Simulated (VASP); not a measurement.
# Bi in VASP: notebook, part 3 of 3

VASP 6.6.1.

## (6) Electric field gradients, LDA (equal xy, yz and zx shear strains of -2 %)

The input, INCAR:

```
PREC = Accurate ; ENCUT = 520
EDIFF = 1E-8 ; ISMEAR = -1
SIGMA = 0.03 ; LREAL = False
LASPH = True ; NELM = 100
ALGO = Normal ; ISIF = 2
LWAVE = False ; LCHARG = False
GGA = CA ; LEFG = True
NBANDS = 22 ; KPAR = 4
```

The input, KPOINTS:

```
regular mesh
0
Gamma
  11 11 11
```

The input, POSCAR:

```
Bi
1.0
    2.2203365086      1.2500469794      3.9181468334
   -2.3256628482      1.2955069730      3.9636068270
   -0.0132936605     -2.6641739523      3.9802463395
Bi
2
Direct
    0.2338900000      0.2338900000      0.2338900000
    0.7661100000      0.7661100000      0.7661100000
```

Potentials or basis: VASP PAW LDA potentials, release 64 (Bi_d).

Run with:

```sh
> cat potpaw_LDA.64/Bi_d/POTCAR > POTCAR
> mpirun -np 4 vasp_std > vasp.out
```

OUTCAR:

```text
PREC = Accurate
   ENCUT = 520
   EDIFF = 1E-8
   ISMEAR = -1
   LREAL = False
   LASPH = True
   NELM = 100
   ISIF = 2
   GGA = CA

 ion  position               nearest neighbor table
   1  0.234  0.234  0.234-   2 3.04   2 3.08   2 3.09   2 3.49   2 3.53   2 3.56
   2  0.766  0.766  0.766-   1 3.04   1 3.08   1 3.09   1 3.49   1 3.53   1 3.56

  LATTYP: Found a triclinic cell.
 ALAT       =     7.9422417171
 B/A-ratio  =     0.5773502692
 C/A-ratio  =     0.5884733818
 COS(alpha) =     0.0116485874
 COS(beta)  =     0.2723122627
 COS(gamma) =     0.8709151563

[... 815 lines left out ...]
  ---------------------------------------------------
  free  energy   TOTEN  =        -9.0988282700 eV

  energy  without entropy=       -9.0981899862  energy(sigma->0) =       -9.09850913

 Electric field gradients (V/A^2)
---------------------------------------------------------------------
 ion       V_xx      V_yy      V_zz      V_xy      V_xz      V_yz
---------------------------------------------------------------------
   1      26.557     4.796   -31.353    -8.436   -14.129   -25.320
   2      26.557     4.796   -31.353    -8.436   -14.129   -25.320
---------------------------------------------------------------------

 Electric field gradients after diagonalization (V/A^2)
 (convention: |V_zz| > |V_xx| > |V_yy|)
----------------------------------------------------------------------
 ion       V_xx      V_yy      V_zz     asymmetry (V_yy - V_xx)/ V_zz
----------------------------------------------------------------------
   1      30.256    17.749   -48.006       0.261
   2      30.256    17.749   -48.006       0.261
----------------------------------------------------------------------

           NMR quadrupolar parameters

 Cq : quadrupolar parameter    Cq=e*Q*V_zz/h
 eta: asymmetry parameters     (V_yy - V_xx)/ V_zz
 Q  : nuclear electric quadrupole moment in mb (millibarn)
----------------------------------------------------------------------
 ion       Cq(MHz)       eta       Q (mb)
----------------------------------------------------------------------
   1      -0.116       0.261       1.000
   2      -0.116       0.261       1.000
----------------------------------------------------------------------
```

stdout:

```text
POSCAR found type information on POSCAR Bi
 POSCAR found :  1 types and       2 ions
 scaLAPACK will be used
 LDA part: xc-table for (Slater(with rela. corr.)+CA(PZ))
 , standard interpolation
 POSCAR, INCAR and KPOINTS ok, starting setup
 FFT: planning ... GRIDC
 FFT: planning ... GRID_SOFT
 FFT: planning ... GRID
 WAVECAR not read
 entering main loop
ion   1
     0.0000690    -0.0187182    -0.0437090    -0.0433358    -0.0211413     0.0229758
     0.0000950    -0.0187182    -0.0437090    -0.0433358    -0.0211413     0.0229758
     0.0001308    -0.0187182    -0.0437090    -0.0433358    -0.0211413     0.0229757
     0.0001801    -0.0187182    -0.0437090    -0.0433358    -0.0211413     0.0229757

     0.0000690     7.7274323    23.1730806    24.8466984    12.9345813    -9.9545565
     0.0000950     7.7209045    23.1540155    24.8261199    12.9239778    -9.9462934
     0.0001308     7.7110738    23.1253174    24.7951435    12.9080212    -9.9338505
     0.0001801     7.6963337    23.0823075    24.7487183    12.8841138    -9.9151954

ion   2
     0.0000690    -0.0187182    -0.0437090    -0.0433358    -0.0211413     0.0229758
     0.0000950    -0.0187182    -0.0437090    -0.0433358    -0.0211413     0.0229758
     0.0001308    -0.0187182    -0.0437090    -0.0433358    -0.0211413     0.0229757
     0.0001801    -0.0187182    -0.0437090    -0.0433358    -0.0211413     0.0229757

     0.0000690     7.7274323    23.1730806    24.8466984    12.9345813    -9.9545565
     0.0000950     7.7209045    23.1540155    24.8261199    12.9239778    -9.9462934
     0.0001308     7.7110738    23.1253174    24.7951435    12.9080212    -9.9338505
     0.0001801     7.6963337    23.0823075    24.7487183    12.8841138    -9.9151954
```

Run time: 6.7 min. Hardware: 4 MPI ranks of Oxide Virtual Turin-like, shared host; peak memory 0.78 GiB.

What came out:

```
Free energy                             : -9.0988 eV
Pressure                                : -1.7 GPa
Largest force                           : 0.144 eV/Å
Band gap on the k mesh                  : zero (bands 15 and 16 overlap by 0.17 eV)
Largest electric field gradient by atom : Bi -48.0 V/Å²
```

Forces on the atoms (eV/Å):
```
Bi   0.059  0.117  0.060
Bi  -0.059 -0.117 -0.060
```

Electric field gradients, principal values (V/Å²):
| atom | least | middle | greatest (by size) |
| --- | --- | --- | --- |
| 1 Bi | 17.749 | 30.256 | -48.006 |
| 2 Bi | 17.749 | 30.256 | -48.006 |

Caveat: the cell differs from its parent crystal (equal xy, yz and zx shear strains of -2 %); without QUAD_EFG the Cq values of the log hold for a quadrupole moment of 1 mb, not for the nuclei; spin-orbit coupling is left out, which moves the levels of the heavy elements.

## (7) Overview

```csv
cell,gap on the mesh (eV),pressure (GPa),largest force (eV/Å)
"a = 4.812 Å, angles 56.4°, 2 atoms",none,-2.5,0.06
"a = 4.649 Å, angles 57.2°, 2 atoms",none,1.4,0.36
"a = 4.682 Å, angles 57.2°, 2 atoms",none,0.2,0.25
"a = 4.674, b = 4.775, c = 4.790 Å, angles 57.3, 56.9, 57.5°, 2 atoms",none,-1.7,0.14
```

Alike in all rows: task electric field gradients; level LDA; potentials or basis VASP PAW LDA potentials, release 64 (Bi_d); no spin polarisation; k mesh 11 × 11 × 11; cutoff (eV) 520; smearing fermi-dirac 0.03 eV.

Caveats: spin-orbit coupling is left out, which moves the levels of the heavy elements.

Absolute energies hang on the potentials; compare differences alone.
